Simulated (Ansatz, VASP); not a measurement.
CdS in VASP and in Ansatz

File POSCAR:

```
CdS
1.0
    0.0000000000      2.9683836313      2.9683836313
    2.9683836313      0.0000000000      2.9683836313
    2.9683836313      2.9683836313      0.0000000000
Cd S
1 1
Direct
    0.0000000000      0.0000000000      0.0000000000
    0.2500000000      0.2500000000      0.2500000000
```

Contents of INCAR.step1:

```
ALGO = Normal
EDIFF = 1E-4
ENCUT = 520
GGA = PE
ISMEAR = 0
LASPH = T
LCHARG = F
LREAL = F
LWAVE = T
NBANDS = 16
NELM = 100
PREC = Accurate
SIGMA = 0.02
```

File INCAR.step2:

```
ALGO = Normal
EDIFF = 1E-7
ENCUT = 520
ISIF = 2
ISMEAR = 0
ISTART = 1
LASPH = T
LCHARG = F
LMIXTAU = T
LREAL = F
LWAVE = F
METAGGA = R2SCAN
NBANDS = 16
NELM = 100
PREC = Accurate
SIGMA = 0.02
```

Contents of KPOINTS:

```
k-points
0
Gamma
  8 8 8
```

Input for Ansatz:

```yaml
crystal:
  lattice:
    - [0.0, 2.9683836272, 2.9683836272]
    - [2.9683836272, 0.0, 2.9683836272]
    - [2.9683836272, 2.9683836272, 0.0]
  atoms:
    - { symbol: Cd, position: [0.0, 0.0, 0.0] }
    - { symbol: S, position: [0.25, 0.25, 0.25] }
basis:
  ecutwfc: 500
kpoints:
  mp_grid: { grid: [8, 8, 8] }
hamiltonian:
  xc: r2scan
scf:
  occupations: { method: gaussian, width: 0.02 }
output:
  forces: true
  stress: true
  eigenvalues: true
```

Alike in both runs: task single point; functional r2SCAN; k mesh 8 × 8 × 8; occupations gaussian, width 0.02 eV; no spin polarisation.

```csv
,VASP,Ansatz
version,VASP 6.6.1,Ansatz 0.2.0
potentials or method,"VASP PAW PBE potentials, release 64 (Cd, S), cutoff 520 eV","scalar-relativistic, plane waves, PAW"
valence electrons in the cell,18,26
```

Ansatz gave:

| Item | Value |
| --- | --- |
| gap on the k mesh at the Fermi level (eV) | 1.47 |
| least direct gap on the mesh (eV) | 1.47 |
| pressure (GPa) | -1.7 |

Estimate VASP's values.

gap on the k mesh at the Fermi level (eV): 1.47; least direct gap on the mesh (eV): 1.47; pressure (GPa): -1.4.

VASP's potentials were made for PBE, not for r2SCAN. VASP's potentials hold 18 valence electrons a cell and Ansatz's 26, so a difference there can come from the potentials and not from the codes.
